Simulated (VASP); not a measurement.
# Al2Ru (Fddd) in VASP: a series of runs

Runs on Al2Ru. Level: LDA. Tasks: single point.

Everything below comes from runs of VASP 6.6.1. Logs are shortened: lines on timing, memory, paths and dates and some standing lists are left out, and cuts for length are marked.

**1. The cell of the first run**

Symmetry: Fddd, No. 70, orthorhombic system. The conventional cell has a = 4.790 Å, b = 7.889 Å, c = 8.673 Å, α = 90.00°, β = 90.00°, γ = 90.00°. Al (site symmetry 2) has 5 Ru at 2.55 to 2.75 Å and 9 Al at 2.58 to 3.17 Å within 3.4 Å. Ru (site symmetry 222) has 10 Al at 2.55 to 2.75 Å and 4 Ru at 3.17 Å within 3.4 Å.

**2. Single point, LDA (13.65 Å³/atom)**

INCAR reads:

```
SYSTEM = Al2Ru
ALGO = Normal ; EDIFF = 1E-6
ENCUT = 520 ; ISIF = 2
ISMEAR = 0 ; LASPH = .TRUE.
LCHARG = .TRUE. ; LELF = .TRUE.
LREAL = .FALSE. ; LVHAR = .TRUE.
LWAVE = .FALSE. ; NBANDS = 29
NELM = 60 ; PREC = Accurate
SIGMA = 0.03
```

KPOINTS reads:

```
k-points
0
G
  10 10 10
  0 0 0
```

POSCAR reads:

```
Al2Ru
1.0
    0.0000000000      3.9443309222      4.3363004864
    2.3950812210      0.0000000000      4.3363004864
    2.3950812210      3.9443309222      0.0000000000
Al Ru
4 2
Direct
    0.0788992938      0.4211007062      0.0788992938
    0.4211007062      0.0788992938      0.4211007062
    0.1711007062      0.8288992938      0.1711007062
    0.8288992938      0.1711007062      0.8288992938
    0.7500000000      0.7500000000      0.7500000000
    0.5000000000      0.5000000000      0.5000000000
```

Potentials or basis: VASP PAW LDA potentials, release 64 (Al, Ru_pv).

The run is started by

```console
> cat potpaw_LDA.64/Al/POTCAR potpaw_LDA.64/Ru_pv/POTCAR > POTCAR
> mpirun -np 1 vasp_std > vasp.out
```

OUTCAR:

```text
SYSTEM = Al2Ru
   EDIFF = 1E-6
   ENCUT = 520
   ISIF = 2
   ISMEAR = 0
   LASPH = .TRUE.
   LREAL = .FALSE.
   NELM = 60
   PREC = Accurate

 ion  position               nearest neighbor table
   1  0.079  0.421  0.079-   6 2.55   6 2.55   3 2.58   3 2.58   5 2.59   2 2.70   2 2.70   2 2.70
                             5 2.75   5 2.75   4 3.17   4 3.17   4 3.17   4 3.17
   2  0.421  0.079  0.421-   6 2.55   6 2.55   4 2.58   4 2.58   5 2.59   1 2.70   1 2.70   1 2.70
                             5 2.75   5 2.75   3 3.17   3 3.17   3 3.17   3 3.17
   3  0.171  0.829  0.171-   5 2.55   5 2.55   1 2.58   1 2.58   6 2.59   4 2.70   4 2.70   4 2.70
                             6 2.75   6 2.75   2 3.17   2 3.17   2 3.17   2 3.17
   4  0.829  0.171  0.829-   5 2.55   5 2.55   2 2.58   2 2.58   6 2.59   3 2.70   3 2.70   3 2.70
                             6 2.75   6 2.75   1 3.17   1 3.17   1 3.17   1 3.17
   5  0.750  0.750  0.750-   4 2.55   3 2.55   4 2.55   3 2.55   1 2.59   2 2.59   2 2.75   2 2.75
                             1 2.75   1 2.75   6 3.17   6 3.17   6 3.17   6 3.17
   6  0.500  0.500  0.500-   1 2.55   2 2.55   1 2.55   2 2.55   3 2.59   4 2.59   3 2.75   3 2.75
                             4 2.75   4 2.75   5 3.17   5 3.17   5 3.17   5 3.17

  LATTYP: Found a face centered orthorhombic cell.
 ALAT       =     4.7901624420
 B/A-ratio  =     1.6468464149
 C/A-ratio  =     1.8105024783

  Lattice vectors:

 A1 = (   0.0000000000,   3.9443309222,   4.3363004864)
 A2 = (   2.3950812210,   0.0000000000,   4.3363004864)
 A3 = (   2.3950812210,   3.9443309222,   0.0000000000)

Analysis of symmetry for initial positions (statically):
=====================================================================
 Subroutine PRICEL returns:
 Original cell was already a primitive cell.

 Routine SETGRP: Setting up the symmetry group for a
 face centered orthorhombic supercell.

 Subroutine GETGRP returns: Found  8 space group operations
 (whereof  4 operations were pure point group operations)
 out of a pool of  8 trial point group operations.

The static configuration has the point symmetry D_2 .
 The point group associated with its full space group is D_2h.

Analysis of symmetry for dynamics (positions and initial velocities):
=====================================================================
 Subroutine PRICEL returns:
 Original cell was already a primitive cell.

 Routine SETGRP: Setting up the symmetry group for a
 face centered orthorhombic supercell.

 Subroutine GETGRP returns: Found  8 space group operations
 (whereof  4 operations were pure point group operations)
 out of a pool of  8 trial point group operations.

The dynamic configuration has the point symmetry D_2 .
[... 114 lines left out ...]
   ISIF   =      2    stress and relaxation
   ISYM   =      2    0-nonsym 1-usesym 2-fastsym
   POTIM  = 0.5000    time-step for ionic-motion
   TEBEG  =    0.0;   TEEND  =   0.0 temperature during run
   PSTRESS=    0.0 pullay stress
   NELECT =      40.0000    total number of electrons
   NUPDOWN=      -1.0000    fix difference up-down
   EMIN   =  10.00;   EMAX   =-10.00  energy-range for DOS
   EFERMI =   0.00;   METHOD = LEGACY
   ISMEAR =     0;   SIGMA  =   0.03  broadening in eV -4-tet -1-fermi 0-gaus
   EFERMI_NEDOS =   21; number of points for ismear=-14 and -15
   IALGO  =     38    algorithm
   IMIX   =      4    mixing-type and parameters
     AMIX     =   0.40;   BMIX     =  1.00
     AMIX_MAG =   1.60;   BMIX_MAG =  1.00
  volume/ion in A,a.u.               =      13.65        92.15
  Fermi-wavevector in a.u.,A,eV,Ry     =   1.289082  2.436012 22.609238  1.661732
  Thomas-Fermi vector in A             =   2.420996
   LORBIT       =      0    0 simple, 1 ext, 2 COOP (PROOUT), +10 PAW based schemes
   GGA     = CA    functional components
   LHFCALC =     F    Hartree Fock is set to
   AEXX    =    0.0000 exact exchange contribution
   IVDW    =     0    specifies the selected vdW correction
   LEPSILON=     F    determine dielectric tensor
   LRPA    =     F    only Hartree local field effects (RPA)
 non-spin polarized calculation
 Gauss-broadening in eV      SIGMA  =   0.03
  energy-cutoff  :      520.00
  volume of cell :       81.93
 maximum number of plane-waves:      2228
 NGX is ok and might be reduce to    48
   NGX = 21   NGY = 19   NGZ = 17

 number of electron      40.0000001 magnetization

 Free energy of the ion-electron system (eV)
  ---------------------------------------------------
  ext. energy  EPLUGINS =         0.00000000
  ---------------------------------------------------
  free energy    TOTEN  =       -42.34475809 eV

  energy without entropy =      -42.34475809  energy(sigma->0) =      -42.34475809

 E-fermi :  10.5647     XC(G=0): -12.1372

 val. band max:       10.4546221563   @ k =   0.0000   0.0000   0.0000
 cond. band min:      10.6770502537   @ k =   0.0000   0.3000   0.3000
 fundamental gap:      0.2224280974
 Fermi energy:        10.5646911357

 k-point     1 :       0.0000    0.0000    0.0000
  band No.  band energies     occupation
      1     -31.9492      2.00000
      2     -31.8652      2.00000
      3     -31.8553      2.00000
      4     -31.8210      2.00000
      5     -31.8070      2.00000
      6     -31.7913      2.00000
[... 757 lines left out ...]
     28      15.4976      0.00000
     29      16.4890      0.00000

 [... further k-points ...]

------------------------ aborting loop because EDIFF is reached ----------------------------------------

  FORCE on cell =-STRESS in cart. coord.  units (eV):
  Direction    XX          YY          ZZ          XY          YZ          ZX
  --------------------------------------------------------------------------------------
  -------------------------------------------------------------------------------------
  Total       -4.4535302     -0.0305081     -0.3679447      0.0000000      0.0000000      0.0000000
  in kB      -87.0907500     -0.5965992     -7.1953218      0.0000000      0.0000000      0.0000000
  external PRESSURE =     -31.6275570 kB  Pullay stress =       0.0000000 kB

 VOLUME and BASIS-vectors are now :
 -----------------------------------------------------------------------------
  energy-cutoff  :      520.00
  volume of cell :       81.93
      direct lattice vectors                 reciprocal lattice vectors
     0.000000000  3.944330922  4.336300486    -0.208761188  0.126764212  0.115305662
     2.395081221  0.000000000  4.336300486     0.208761188 -0.126764212  0.115305662
     2.395081221  3.944330922  0.000000000     0.208761188  0.126764212 -0.115305662

 POSITION                                       TOTAL-FORCE (eV/Angst)
 -----------------------------------------------------------------------------------
      1.19754      0.62241      2.16815         0.000000     -0.152274      0.000000
      1.19754      3.32192      2.16815         0.000000      0.152274      0.000000
      2.39508      1.34976      4.33630        -0.000000      0.152274      0.000000
      2.39508      6.53891      4.33630        -0.000000     -0.152274      0.000000
      3.59262      5.91650      6.50445        -0.000000     -0.000000     -0.000000
      2.39508      3.94433      4.33630         0.000000      0.000000      0.000000
 -----------------------------------------------------------------------------------
    total drift:                               -0.000000     -0.000000     -0.000000

  FREE ENERGIE OF THE ION-ELECTRON SYSTEM (eV)
  ---------------------------------------------------
  free  energy   TOTEN  =       -42.3447580937 eV

  energy  without entropy=      -42.3447580936  energy(sigma->0) =      -42.34475809
```

Wall time 5.4 min (1 thread of AMD EPYC 9R45 (Zen 5), shared host); peak memory 0.41 GiB.

Results:

| Quantity | Value |
| --- | --- |
| Free energy | -42.3448 eV |
| Pressure | -3.2 GPa |
| Largest force | 0.152 eV/Å |

Forces on the atoms (eV/Å):
```
Al   0.000 -0.152  0.000
Al   0.000  0.152  0.000
Al   0.000  0.152  0.000
Al   0.000 -0.152  0.000
Ru   0.000  0.000  0.000
Ru   0.000  0.000  0.000
```

Caveat: the stress differs along the axes, from -9 to -0 GPa.

**3. Single point, LDA (12.32 Å³/atom)**

This run uses another cell than the first one, of 12.32 Å³/atom.

INCAR reads:

```
PREC = Accurate
ENCUT = 520
EDIFF = 1E-6
ISMEAR = 0
SIGMA = 0.03
LREAL = F
LASPH = T
NELM = 60
ALGO = Normal
ISIF = 2
LWAVE = F
LCHARG = F
GGA = CA
NBANDS = 29
```

KPOINTS reads:

```
Automatic mesh
0
Gamma
  10 10 10
```

POSCAR, as its differences from that of step 2:

```diff
@@ -2,5 +2,5 @@
 1.0
-    0.0000000000      3.9443309222      4.3363004864
-    2.3950812210      0.0000000000      4.3363004864
-    2.3950812210      3.9443309222      0.0000000000
+    0.0000000000      3.6977199564      4.0651824508
+    2.4579716853      0.0000000000      4.0651824508
+    2.4579716853      3.6977199564      0.0000000000
 Al Ru
```

Potentials or basis: VASP PAW LDA potentials, release 64 (Al, Ru_pv).

The run is started by

```console
> cat potpaw_LDA.64/Al/POTCAR potpaw_LDA.64/Ru_pv/POTCAR > POTCAR
> mpirun -np 1 vasp_std > vasp.out
```

It took 4.5 min on 1 thread of Intel Xeon Platinum 8488C (Sapphire Rapids), shared host; peak memory 0.4 GiB.

Results (log left out):

```
Free energy            : -41.2705 eV
Pressure               : 21.6 GPa
Largest force          : 0.282 eV/Å
Band gap on the k mesh : 0.45 eV (least direct gap 1.24 eV)
```

Forces in eV/Å, atoms in the order of the input:
```
Al   0.000 -0.282  0.000
Al   0.000  0.282  0.000
Al   0.000  0.282  0.000
Al   0.000 -0.282  0.000
Ru   0.000  0.000  0.000
Ru   0.000  0.000  0.000
```

Stress tensor (GPa, compression positive):
```
-4.86  0.00  0.00
 0.00 34.99  0.00
 0.00  0.00 34.79
```

Levels at points of the mesh, in eV from the valence-band top:
```tsv
k point	band 16	band 17	band 18	band 19	band 20	band 21	band 22	band 23	band 24	band 25
(0.00, 0.00, 0.00)	-2.50	-2.41	-1.02	-0.18	-0.10	1.36	2.89	2.92	2.92	3.11
(0.50, 0.00, 0.00)	-2.74	-2.21	-1.77	-0.94	-0.51	0.73	1.31	2.44	3.68	4.43
(0.50, 0.50, 0.00)	-2.28	-1.60	-1.60	-1.09	-1.09	2.13	2.13	3.68	3.68	4.20
(0.50, 0.00, 0.50)	-3.09	-2.08	-2.08	-1.22	-1.22	2.70	2.70	2.78	2.78	3.95
(0.00, 0.50, 0.50)	-3.08	-2.36	-2.36	-0.97	-0.97	0.50	0.50	5.08	5.08	5.84
```

Caveat: the stress differs along the axes, from -5 to 35 GPa. A k mesh can miss the band edges.
